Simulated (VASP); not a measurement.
# InP (rocksalt type) (Fm-3m) in VASP: further runs, part 2 of 2

VASP 6.6.1. The steps go on from the part before.

## 4. Relaxation of cell and atoms, PBE, target pressure 0.0037 GPa, at which the enthalpy is minimised

INCAR

```
SYSTEM = InP
PREC     = Accurate       ! precision mode
ENCUT    = 600            ! plane-wave cutoff, eV
EDIFF    = 1E-6           ! SCF threshold, eV
ISMEAR   = -1             ! smearing method
SIGMA    = 0.1            ! smearing width, eV
LREAL    = .FALSE.        ! projectors in reciprocal space
LASPH    = .TRUE.         ! aspherical terms in the spheres
NELM     = 60             ! most SCF steps
ALGO     = Normal         ! electronic algorithm
ISIF     = 3              ! what is computed and relaxed
LWAVE    = .FALSE.        ! write WAVECAR
LCHARG   = .FALSE.        ! write CHGCAR
GGA      = PE             ! functional
IBRION   = 2              ! ionic algorithm
NSW      = 60             ! ionic steps
EDIFFG   = -0.005         ! ionic threshold
PSTRESS  = 0.037000000000000005
```

KPOINTS

```
Automatic mesh
0
G
  13 13 13
  0 0 0
```

POSCAR

```
InP
1.0
    0.0000000000      2.7705241214      2.7705241214
    2.7705241214      0.0000000000      2.7705241214
    2.7705241214      2.7705241214      0.0000000000
In P
1 1
Direct
    0.0000000000      0.0000000000      0.0000000000
    0.5000000000      0.5000000000      0.5000000000
```

Potentials or basis: VASP PAW PBE potentials, release 64 (In_d, P).

Started as:

```sh
> cat potpaw_PBE.64/In_d/POTCAR potpaw_PBE.64/P/POTCAR > POTCAR
> mpirun -np 1 vasp_std > vasp.out
```

OUTCAR:

```text
SYSTEM = InP
   PREC = Accurate
   ENCUT = 600
   EDIFF = 1E-6
   ISMEAR = -1
   LREAL = .FALSE.
   LASPH = .TRUE.
   NELM = 60
   ISIF = 3
   GGA = PE
   IBRION = 2
   NSW = 60
   EDIFFG = -0.005
   PSTRESS = 0.037000000000000005

 ion  position               nearest neighbor table
   1  0.000  0.000  0.000-   2 2.77   2 2.77   2 2.77   2 2.77   2 2.77   2 2.77
   2  0.500  0.500  0.500-   1 2.77   1 2.77   1 2.77   1 2.77   1 2.77   1 2.77

  LATTYP: Found a face centered cubic cell.
 ALAT       =     5.5410482428

  Lattice vectors:

 A1 = (   0.0000000000,   2.7705241214,   2.7705241214)
 A2 = (   2.7705241214,   0.0000000000,   2.7705241214)
 A3 = (   2.7705241214,   2.7705241214,   0.0000000000)

Analysis of symmetry for initial positions (statically):
=====================================================================
 Subroutine PRICEL returns:
 Original cell was already a primitive cell.

 Routine SETGRP: Setting up the symmetry group for a
 face centered cubic supercell.

 Subroutine GETGRP returns: Found 48 space group operations
 (whereof 48 operations were pure point group operations)
[... 180 lines left out ...]
      8       6.7359      1.89417
      9       6.7359      1.89417
     10       7.5259      0.01318
     11      14.1165      0.00000
     12      14.1165      0.00000
     13      14.1165      0.00000
[... 354 lines left out ...]
  band No.  band energies     occupation
      1      -7.3122      2.00000
      2      -7.2296      2.00000
      3      -7.1822      2.00000
      4      -7.1220      2.00000
      5      -7.0946      2.00000
      6      -2.9227      2.00000
      7       1.1172      2.00000
      8       5.7731      1.99999
      9       6.1882      1.99953
     10       8.6543      0.00000
     11      11.3068      0.00000
     12      12.0591      0.00000
     13      13.9175      0.00000

 [... further k-points ...]

------------------------ aborting loop because EDIFF is reached ----------------------------------------

  FORCE on cell =-STRESS in cart. coord.  units (eV):
  Direction    XX          YY          ZZ          XY          YZ          ZX
  --------------------------------------------------------------------------------------
  -------------------------------------------------------------------------------------
  Total       -0.0022518     -0.0022518     -0.0022518     -0.0000000      0.0000000      0.0000000
  in kB       -0.0848240     -0.0848240     -0.0848240     -0.0000000      0.0000000      0.0000000
  external PRESSURE =      -0.1218240 kB  Pullay stress =       0.0370000 kB

 VOLUME and BASIS-vectors are now :
 -----------------------------------------------------------------------------
  energy-cutoff  :      600.00
  volume of cell :       42.53
      direct lattice vectors                 reciprocal lattice vectors
     0.000000000  2.770524121  2.770524121    -0.180471268  0.180471268  0.180471268
     2.770524121  0.000000000  2.770524121     0.180471268 -0.180471268  0.180471268
     2.770524121  2.770524121  0.000000000     0.180471268  0.180471268 -0.180471268

 POSITION                                       TOTAL-FORCE (eV/Angst)
 -----------------------------------------------------------------------------------
      0.00000      0.00000      0.00000         0.000000      0.000000     -0.000000
      2.77052      2.77052      2.77052         0.000000      0.000000      0.000000
 -----------------------------------------------------------------------------------
    total drift:                                0.000000     -0.000000     -0.000000

  FREE ENERGIE OF THE ION-ELECTRON SYSTEM (eV)
  ---------------------------------------------------
  free  energy   TOTEN  =        -7.9339579348 eV

  energy  without entropy=       -7.8999962344  energy(sigma->0) =       -7.91697708

  enthalpy is  TOTEN    =        -7.9329757189 eV   P V=        0.0009822159

 reached required accuracy - stopping structural energy minimisation
```

It took 16 s on 1 thread of Intel Xeon 6975P-C (Granite Rapids), shared host; peak memory 0.21 GiB.

What came out:

```
Free energy             : -7.9340 eV
Pressure after relaxing : 0.0 GPa
Band gap on the k mesh  : zero (band 9 reaches 7.31 eV, above the bottom of band 10 at 4.71 eV)
```

Final structure:
```
In P
1.0
     0.00000    2.77052    2.77052
     2.77052    0.00000    2.77052
     2.77052    2.77052    0.00000
In P
1 1
Direct
  0.00000 0.00000 0.00000
  0.50000 0.50000 0.50000
```

Levels at points of the mesh, in eV from the Fermi level:
```tsv
k point	band 5	band 6	band 7	band 8	band 9	band 10	band 11	band 12	band 13
(0.00, 0.00, 0.00)	-14.20	-12.01	-0.29	-0.29	-0.29	0.50	7.09	7.09	7.09
```

Caveat: the relaxation stopped at its first step, so nothing moved; the cell is relaxed towards a set pressure, so the enthalpy falls and the energy may rise; spin-orbit coupling is left out, which moves the levels of the heavy elements.

## 5. The runs side by side

| task | cell | cutoff (eV) | gap on the mesh (eV) | pressure (GPa) |
| --- | --- | --- | --- | --- |
| single point | a = 3.918 Å, angles 60.0°, 2 atoms | 520 | none | 0.0 |
| relaxation of cell and atoms | relaxed from a = 3.636 Å, angles 60.0°, 2 atoms | 600 | none | 0.0 |
| relaxation of cell and atoms | relaxed to 0.0037 GPa from a = 3.918 Å, angles 60.0°, 2 atoms | 600 | none | 0.0 |

Alike in all rows: level PBE; potentials or basis VASP PAW PBE potentials, release 64 (In_d, P); no spin polarisation; k mesh 13 × 13 × 13; smearing fermi-dirac 0.1 eV.

Caveats: spin-orbit coupling is left out, which moves the levels of the heavy elements; the relaxation stopped at its first step, so nothing moved (some runs); the cell is relaxed towards a set pressure, so the enthalpy falls and the energy may rise (some runs).

Absolute energies hang on the potentials; compare differences alone.
